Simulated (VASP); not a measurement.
# Bi2Cl (R-3m) in VASP: single point with PBE

Aim: the single point of Bi2Cl with PBE.

All numbers are computed with VASP 6.6.1; they aren't measurements. Logs are shortened: lines on timing, memory, paths and dates and some standing lists are left out, and cuts for length are marked.

**1. The cell of the first run**

The structure is trigonal, space group R-3m (No. 166). The conventional cell has a = 3.885 Å, b = 3.885 Å, c = 21.151 Å, α = 90.00°, β = 90.00°, γ = 120.00°. Bi (site symmetry 3m) has 9 Bi at 3.19 to 3.88 Å and 3 Cl at 3.28 Å within 4.2 Å. Cl (site symmetry -3m) has 6 Bi at 3.28 Å and 6 Cl at 3.88 Å within 4.3 Å.

**2. Single point, PBE**

Contents of INCAR:

```
SYSTEM = Bi2Cl
PREC = Accurate
ENCUT = 520
EDIFF = 1E-6
ISMEAR = 0
SIGMA = 0.1
LREAL = .FALSE.
LASPH = .TRUE.
NELM = 80
ALGO = Fast
ISIF = 2
LWAVE = .FALSE.
LCHARG = .FALSE.
GGA = PE
NBANDS = 26
```

Contents of KPOINTS:

```
regular mesh
0
G
  12 12 12
  0 0 0
```

Contents of POSCAR:

```
Bi2Cl
1.0
    1.9423593324      1.1214216834      7.0504049739
   -1.9423593324      1.1214216834      7.0504049739
    0.0000000000     -2.2428433669      7.0504049739
Bi Cl
2 1
Direct
    0.7797951503      0.7797951503      0.7797951503
    0.2202048497      0.2202048497      0.2202048497
    0.0000000000      0.0000000000      0.0000000000
```

Potentials or basis: VASP PAW PBE potentials, release 64 (Bi_d, Cl).

Command:

```sh
$ cat potpaw_PBE.64/Bi_d/POTCAR potpaw_PBE.64/Cl/POTCAR > POTCAR
$ mpirun -np 1 vasp_std > vasp.out
```

OUTCAR:

```text
SYSTEM = Bi2Cl
   PREC = Accurate
   ENCUT = 520
   EDIFF = 1E-6
   ISMEAR = 0
   LREAL = .FALSE.
   LASPH = .TRUE.
   NELM = 80
   ISIF = 2
   GGA = PE

 ion  position               nearest neighbor table
   1  0.780  0.780  0.780-   2 3.19   2 3.19   2 3.19   3 3.28   3 3.28   3 3.28
   2  0.220  0.220  0.220-   1 3.19   1 3.19   1 3.19   3 3.28   3 3.28   3 3.28
   3  0.000  0.000  0.000-   2 3.28   2 3.28   1 3.28   1 3.28   2 3.28   1 3.28

  LATTYP: Found a trigonal (rhomboedric) cell.
 ALAT       =     7.3985509841
 COS(alpha) =     0.8621534799

  Lattice vectors:

 A1 = (   1.9423593324,   1.1214216834,   7.0504049739)
 A2 = (  -1.9423593324,   1.1214216834,   7.0504049739)
 A3 = (   0.0000000000,  -2.2428433669,   7.0504049739)

Analysis of symmetry for initial positions (statically):
=====================================================================
 Subroutine PRICEL returns:
 Original cell was already a primitive cell.

 Routine SETGRP: Setting up the symmetry group for a
 trigonal (rhombohedral) supercell.

 Subroutine GETGRP returns: Found 12 space group operations
 (whereof 12 operations were pure point group operations)
 out of a pool of 12 trial point group operations.

The static configuration has the point symmetry D_3d.

Analysis of symmetry for dynamics (positions and initial velocities):
=====================================================================
 Subroutine PRICEL returns:
 Original cell was already a primitive cell.

 Routine SETGRP: Setting up the symmetry group for a
 trigonal (rhombohedral) supercell.

 Subroutine GETGRP returns: Found 12 space group operations
 (whereof 12 operations were pure point group operations)
 out of a pool of 12 trial point group operations.

The dynamic configuration has the point symmetry D_3d.

 Subroutine INISYM returns: Found 12 space group operations
 (whereof 12 operations are pure point group operations),
 and found     1 'primitive' translations

----------------------------------------------------------------------------------------

                                     Primitive cell

  volume of cell :      92.1433

  direct lattice vectors                    reciprocal lattice vectors
     1.942359332  1.121421683  7.050404974     0.257418899  0.148620870  0.047278608
    -1.942359332  1.121421683  7.050404974    -0.257418899  0.148620870  0.047278608
     0.000000000 -2.242843367  7.050404974     0.000000000 -0.297241741  0.047278608

  length of vectors
     7.398550984  7.398550984  7.398550984     0.300978270  0.300978270  0.300978270

  position of ions in fractional coordinates (direct lattice)
     0.779795150  0.779795150  0.779795150
     0.220204850  0.220204850  0.220204850
     0.000000000  0.000000000  0.000000000

  ion indices of the primitive-cell ions
   primitive index   ion index
                 1           1
                 2           2
                 3           3

----------------------------------------------------------------------------------------

 KPOINTS: regular mesh

Automatic generation of k-mesh.
 Grid dimensions read from file:
 generate k-points for:   12   12   12

 Generating k-lattice:

  Cartesian coordinates                     Fractional coordinates (reciprocal lattice)
     0.021451575  0.012385073  0.003939884     0.083333333  0.000000000  0.000000000
    -0.021451575  0.012385073  0.003939884     0.000000000  0.083333333  0.000000000
     0.000000000 -0.024770145  0.003939884     0.000000000  0.000000000  0.083333333

  Length of vectors
     0.025081523  0.025081523  0.025081523

  Shift w.r.t. Gamma in fractional coordinates (k-lattice)
     0.000000000  0.000000000  0.000000000

 Subroutine IBZKPT returns following result:
 ===========================================

 Found    189 irreducible k-points:

 Following reciprocal coordinates:
            Coordinates               Weight
  0.000000  0.000000  0.000000      1.000000
  0.083333  0.000000 -0.000000      6.000000
  0.166667  0.000000 -0.000000      6.000000
  0.250000 -0.000000 -0.000000      6.000000
  0.333333 -0.000000 -0.000000      6.000000
  0.416667  0.000000 -0.000000      6.000000
[... 16 lines left out ...]
  0.500000  0.166667  0.000000     12.000000
 -0.416667  0.166667  0.000000     12.000000
 [... further k-points ...]
   k-points           NKPTS =    189   k-points in BZ     NKDIM =    189   number of bands    NBANDS=     26
   number of dos      NEDOS =    301   number of ions     NIONS =      3
   total plane-waves  NPLWV = 175616
   dimension x,y,z NGX =    56 NGY =   56 NGZ =   56
   dimension x,y,z NGXF=   112 NGYF=  112 NGZF=  112
   ions per type =               2   1
   NGX,Y,Z   is equivalent  to a cutoff of  12.58, 12.58, 12.58 a.u.
   NGXF,Y,Z  is equivalent  to a cutoff of  25.17, 25.17, 25.17 a.u.
 SYSTEM =  Bi2Cl
   PREC   = accura    normal or accurate (medium, high low for compatibility)
   ISTART =      0    job   : 0-new  1-cont  2-samecut
   ICHARG =      2    charge: 1-file 2-atom 10-const
   ISPIN  =      1    spin polarized calculation?
   LNONCOLLINEAR =      F non collinear calculations
   LSORBIT =      F    spin-orbit coupling
   LASPH  =      T    aspherical Exc in radial PAW
   ENCUT  =  520.0 eV  38.22 Ry    6.18 a.u.  13.76 13.76 13.76*2*pi/ulx,y,z
   NELM   =     80;   NELMIN=  2; NELMDL= -5     # of ELM steps
   EDIFF  = 0.1E-05   stopping-criterion for ELM
   LREAL  =      F    real-space projection
   EDIFFG = 0.1E-04   stopping-criterion for IOM
   NSW    =      0    number of steps for IOM
   IBRION =     -1    ionic relax: 0-MD 1-quasi-New 2-CG
   NFREE  =      0    steps in history (QN), initial steepest desc. (CG)
   ISIF   =      2    stress and relaxation
   ISYM   =      2    0-nonsym 1-usesym 2-fastsym
   POTIM  = 0.5000    time-step for ionic-motion
   TEBEG  =    0.0;   TEEND  =   0.0 temperature during run
   PSTRESS=    0.0 pullay stress
   NELECT =      37.0000    total number of electrons
   NUPDOWN=      -1.0000    fix difference up-down
   EMIN   =  10.00;   EMAX   =-10.00  energy-range for DOS
   EFERMI =   0.00;   METHOD = LEGACY
   ISMEAR =     0;   SIGMA  =   0.10  broadening in eV -4-tet -1-fermi 0-gaus
   EFERMI_NEDOS =   21; number of points for ismear=-14 and -15
   IALGO  =     68    algorithm
   IMIX   =      4    mixing-type and parameters
     AMIX     =   0.40;   BMIX     =  1.00
     AMIX_MAG =   1.60;   BMIX_MAG =  1.00
  volume/ion in A,a.u.               =      30.71       207.27
  Fermi-wavevector in a.u.,A,eV,Ry     =   1.207779  2.282371 19.847227  1.458730
  Thomas-Fermi vector in A             =   2.343406
   LORBIT       =      0    0 simple, 1 ext, 2 COOP (PROOUT), +10 PAW based schemes
   GGA     = PE    functional components
   LHFCALC =     F    Hartree Fock is set to
   AEXX    =    0.0000 exact exchange contribution
   IVDW    =     0    specifies the selected vdW correction
   LEPSILON=     F    determine dielectric tensor
   LRPA    =     F    only Hartree local field effects (RPA)
 non-spin polarized calculation
 RMM-DIIS sequential band-by-band and
 Gauss-broadening in eV      SIGMA  =   0.10
  energy-cutoff  :      520.00
  volume of cell :       92.14
 maximum number of plane-waves:      2504
   NGX = 27   NGY = 27   NGZ = 27

 number of electron      37.0000007 magnetization

 Free energy of the ion-electron system (eV)
  ---------------------------------------------------
  ext. energy  EPLUGINS =         0.00000000
  ---------------------------------------------------
  free energy    TOTEN  =       -10.35373177 eV

  energy without entropy =      -10.34758551  energy(sigma->0) =      -10.35065864

 E-fermi :   5.3049     XC(G=0):  -9.4651

 val. band max:        5.3010881494   @ k =  -0.3333  -0.3333   0.1667
 cond. band min:       5.3491027462   @ k =   0.5000   0.4167   0.1667
 fundamental gap:      0.0480145968
 Fermi energy:         5.3048724039

 k-point     1 :       0.0000    0.0000    0.0000
  band No.  band energies     occupation
      1     -17.5423      2.00000
      2     -17.5423      2.00000
      3     -17.4742      2.00000
      4     -17.4742      2.00000
      5     -17.4711      2.00000
      6     -17.3825      2.00000
[... 18 lines left out ...]
     25      12.5695      0.00000
     26      14.4973      0.00000

 k-point     2 :       0.0833    0.0000   -0.0000
  band No.  band energies     occupation
      1     -17.5430      2.00000
      2     -17.5412      2.00000
      3     -17.4755      2.00000
      4     -17.4702      2.00000
      5     -17.4644      2.00000
      6     -17.3838      2.00000
[... 18 lines left out ...]
     25      12.9573      0.00000
     26      13.8565      0.00000

 k-point     3 :       0.1667    0.0000   -0.0000
  band No.  band energies     occupation
      1     -17.5434      2.00000
      2     -17.5386      2.00000
      3     -17.4791      2.00000
      4     -17.4588      2.00000
      5     -17.4466      2.00000
      6     -17.3897      2.00000
[... 18 lines left out ...]
     25      13.0342      0.00000
     26      13.8970      0.00000

 k-point     4 :       0.2500   -0.0000   -0.0000
  band No.  band energies     occupation
      1     -17.5408      2.00000
      2     -17.5358      2.00000
      3     -17.4835      2.00000
      4     -17.4423      2.00000
      5     -17.4231      2.00000
      6     -17.4025      2.00000
[... 18 lines left out ...]
     25      13.8569      0.00000
     26      15.1175      0.00000
[... 496 lines left out ...]
      1     -17.5390      2.00000
      2     -17.5264      2.00000
      3     -17.4742      2.00000
      4     -17.4380      2.00000
      5     -17.4222      2.00000
      6     -17.3895      2.00000
[... 18 lines left out ...]
     25      13.5122      0.00000
     26      14.2850      0.00000

 k-point    23 :       0.5000    0.1667    0.0000
  band No.  band energies     occupation
      1     -17.5406      2.00000
      2     -17.5160      2.00000
      3     -17.4717      2.00000
      4     -17.4449      2.00000
      5     -17.4188      2.00000
      6     -17.3906      2.00000
[... 18 lines left out ...]
     25      13.6862      0.00000
     26      15.3741      0.00000

 k-point    24 :      -0.4167    0.1667    0.0000
  band No.  band energies     occupation
      1     -17.5413      2.00000
      2     -17.5111      2.00000
      3     -17.4646      2.00000
      4     -17.4592      2.00000
      5     -17.4086      2.00000
      6     -17.3964      2.00000
[... 18 lines left out ...]
     25      13.5351      0.00000
     26      15.6415      0.00000

 [... further k-points ...]

------------------------ aborting loop because EDIFF is reached ----------------------------------------

  FORCE on cell =-STRESS in cart. coord.  units (eV):
  Direction    XX          YY          ZZ          XY          YZ          ZX
  --------------------------------------------------------------------------------------
  -------------------------------------------------------------------------------------
  Total       -0.0378844     -0.0378844     -0.0332976      0.0000000      0.0000000      0.0000000
  in kB       -0.6587290     -0.6587290     -0.5789755      0.0000000      0.0000000      0.0000000
  external PRESSURE =      -0.6321445 kB  Pullay stress =       0.0000000 kB

 VOLUME and BASIS-vectors are now :
 -----------------------------------------------------------------------------
  energy-cutoff  :      520.00
  volume of cell :       92.14
      direct lattice vectors                 reciprocal lattice vectors
     1.942359332  1.121421683  7.050404974     0.257418899  0.148620870  0.047278608
    -1.942359332  1.121421683  7.050404974    -0.257418899  0.148620870  0.047278608
     0.000000000 -2.242843367  7.050404974     0.000000000 -0.297241741  0.047278608

 POSITION                                       TOTAL-FORCE (eV/Angst)
 -----------------------------------------------------------------------------------
      0.00000     -0.00000     16.49361         0.000000      0.000000     -0.004250
      0.00000     -0.00000      4.65760         0.000000     -0.000000      0.004250
      0.00000      0.00000      0.00000         0.000000      0.000000      0.000000
 -----------------------------------------------------------------------------------
    total drift:                                0.000000      0.000000     -0.000000

  FREE ENERGIE OF THE ION-ELECTRON SYSTEM (eV)
  ---------------------------------------------------
  free  energy   TOTEN  =       -10.3537317678 eV

  energy  without entropy=      -10.3475855082  energy(sigma->0) =      -10.35065864
```

Run time: 33 min. Hardware: 1 thread of Oxide Virtual Turin-like, shared host; peak memory 0.65 GiB.

Results:

* Free energy: -10.3537 eV
* Pressure: -0.1 GPa
* Largest force: 0.004 eV/Å
* Band gap on the k mesh: zero (an odd number of electrons rules out a gap without spin polarisation)

Forces in eV/Å, atoms in the order of the input:
```
Bi   0.000  0.000 -0.004
Bi   0.000  0.000  0.004
Cl   0.000  0.000  0.000
```

Caveat: spin-orbit coupling is left out, which moves the levels of the heavy elements.

The gap in the log of VASP goes by the Fermi energy; the results here count the filled bands.